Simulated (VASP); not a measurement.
**CdSe: single point with PBE**

CdSe:

```xyz
2
Lattice="0.0000 3.0703 3.0703 3.0703 0.0000 3.0703 3.0703 3.0703 0.0000" Properties=species:S:1:pos:R:3 pbc="T T T"
Cd    0.0000    0.0000    0.0000
Se    1.5351    1.5351    1.5351
```

```
Program                : VASP 6.6.1
Task                   : single point
Functional             : PBE
Potentials or basis    : VASP PAW PBE potentials, release 64 (Cd, Se)
Cutoff                 : 520 eV
k mesh                 : 8 × 8 × 8
Occupations            : gaussian, width 0.016 eV
Spin                   : no spin polarisation
Dipole correction      : no
Further INCAR settings : ALGO = Normal; EDIFF = 1e-07; NBANDS = 16
```

* Pressure: 1.6 GPa
* Band gap on the k mesh: 0.55 eV, direct

Levels at points of the mesh, in eV from the valence-band top:
| k point | band 5 | band 6 | band 7 | band 8 | band 9 | band 10 | band 11 | band 12 | band 13 | band 14 |
| --- | --- | --- | --- | --- | --- | --- | --- | --- | --- | --- |
| (0.00, 0.00, 0.00) | -7.50 | -7.50 | 0.00 | 0.00 | 0.00 | 0.55 | 5.93 | 5.93 | 5.93 | 9.67 |
| (0.50, 0.00, 0.00) | -7.48 | -7.22 | -4.22 | -0.71 | -0.71 | 2.36 | 6.44 | 6.44 | 7.34 | 9.97 |
| (0.50, 0.50, 0.00) | -7.44 | -7.16 | -3.95 | -1.76 | -1.76 | 3.19 | 3.73 | 8.98 | 10.05 | 10.05 |

Wall time 12 s on 1 thread of Intel Xeon 6975P-C, on a shared host, peak memory 0.19 GiB.

As with any semilocal functional, this PBE gap is likely too small.
